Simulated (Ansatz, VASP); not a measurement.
Two plane-wave programs on In

```
CELL_PARAMETERS angstrom
-1.76203 1.76203 1.76203
1.76203 -1.76203 1.76203
1.76203 1.76203 -1.76203
ATOMIC_POSITIONS crystal
In 0.00000 0.00000 0.00000
```

Alike in both runs: task single point; functional LDA; k mesh 14 × 14 × 14; occupations fermi-dirac, width 0.1 eV; no spin polarisation.

```csv
,VASP,Ansatz
version,VASP 6.6.1,Ansatz 0.2.0
potentials or method,"VASP PAW LDA potentials, release 64 (In_d), cutoff 520 eV","plane waves (420 eV) with PAW, scalar-relativistic"
valence electrons in the cell,13,13
```

Ansatz gave:

```
pressure (GPa) : 8.5
```

Problem. Which values does VASP return?

Solution. Pressure (GPa): 8.6.

Ansatz warns that its potentials were made for another functional, while VASP's fit it. LDA's correlation is that of Perdew and Zunger in VASP and of Perdew and Wang (1992) in Ansatz.
